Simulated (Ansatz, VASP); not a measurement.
One calculation of Au, two programs

```
Au
1.0
     0.00000    2.01482    2.01482
     2.01482    0.00000    2.01482
     2.01482    2.01482    0.00000
Au
1
Cartesian
  0.0000 0.0000 0.0000
```

Change from the starting cell: strain -0.015 along x and y, -0.015 along z, atoms carried along.

Alike in both runs: task single point; functional PBE; k mesh 20 × 20 × 20; occupations gaussian, width 0.15 eV; no spin polarisation.

```csv
,VASP,Ansatz
version,VASP 6.6.1,Ansatz 0.2.0
potentials or method,"VASP PAW PBE potentials, release 64 (Au), cutoff 520 eV","scalar-relativistic, plane waves, PAW"
valence electrons in the cell,11,19
```

Ansatz gave:

| Quantity | Value |
| --- | --- |
| gap on the k mesh at the Fermi level (eV) | none |
| pressure (GPa) | 17.4 |

**Question.** Which values does VASP return?

**Answer.** gap on the k mesh at the Fermi level (eV): none; pressure (GPa): 17.0.

A gap of «none» marks a metal or a gap that the smearing closes. With one functional, cell and mesh, what is left measures potentials, basis and numerics. VASP's potentials hold 11 valence electrons a cell and Ansatz's 19, so a difference there can come from the potentials and not from the codes.

Neither program's run includes spin-orbit coupling.
